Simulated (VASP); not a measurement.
Here is a VASP 6.6.1 calculation.

The input INCAR:

```
PREC = Accurate
ENCUT = 520
EDIFF = 1E-7
ISMEAR = -1
SIGMA = 0.02
LREAL = Auto
LASPH = T
NELM = 100
ALGO = Normal
ISIF = 2
LWAVE = F
LCHARG = F
GGA = PE
NBANDS = 118
NELECT = 188.0
```

The input KPOINTS:

```
Automatic mesh
0
Gamma
  2 2 2
```

POSCAR

```
Al16O22F
1.0
   -4.7540000000     -2.7447230000      4.3300000000
    4.7540000000     -2.7447230000      4.3300000000
    0.0000000000      5.4894460000      4.3300000000
Al O F
16 22 1
Direct
    0.3411913265      0.3556240162      0.3674654020
    0.1470655444      0.1534274941      0.1485171050
    0.6754263019      0.6432022396      0.6510761209
    0.8574543878      0.8712246068      0.8566844387
    0.8500465036      0.8549715308      0.3487995944
    0.6487666483      0.6469798505      0.1462478085
    0.1212947200      0.0631611608      0.6655409744
    0.3421675106      0.3509654087      0.8412384401
    0.8557827896      0.3461298367      0.8502977724
    0.6451705422      0.1515314232      0.6482264371
    0.1464409184      0.6462581116      0.1498164238
    0.3484860485      0.8562459497      0.3424612873
    0.3594321987      0.8550990829      0.8551543690
    0.1482339240      0.6692680454      0.6645569736
    0.6380995046      0.1569454454      0.1501222021
    0.8530813374      0.3501105745      0.3548018901
    0.5995708909      0.4083786023      0.7500039530
    0.7634199492      0.5955093917      0.4003955944
    0.4012938621      0.5975731906      0.2421478119
    0.2558949418      0.4319138989      0.5995366640
    0.5920922640      0.2540584643      0.4033706186
    0.2449443041      0.0958350716      0.4095859452
    0.9014508262      0.2455097847      0.5972953170
    0.9008667725      0.0994541391      0.2498258011
    0.7378595550      0.9053873784      0.5876948313
    0.0980644694      0.7584899258      0.4059108626
    0.0944679601      0.4042199802      0.2552771771
    0.2463969367      0.5912868153      0.9136631099
    0.9020601891      0.7516278245      0.1003444043
    0.9088894520      0.5942945077      0.7534971380
    0.7507550902      0.4046503002      0.0969342046
    0.0940866045      0.2440433262      0.9051005923
    0.5937037350      0.9061874264      0.2425594516
    0.7329633666      0.1057593762      0.9086561890
    0.3953302046      0.2523358884      0.0995049109
    0.4042451345      0.1047356993      0.7527501319
    0.2455306471      0.9063543127      0.0946134392
    0.6011831828      0.7511353310      0.8990830741
    0.4599894650      0.7169145976      0.5412415285
```

Potentials or basis: VASP PAW PBE potentials, release 64 (Al, O, F).

Launch:

```console
$ cat potpaw_PBE.64/Al/POTCAR potpaw_PBE.64/O/POTCAR potpaw_PBE.64/F/POTCAR > POTCAR
$ mpirun -np 1 vasp_std > vasp.out
```

(1) What does it give for the largest force?

Results:

(1) 0.023 eV/Å.

Caveat: the k points lie up to 0.45 Å⁻¹ apart; the cell carries a net charge on a neutralising background, which shifts energy and pressure.
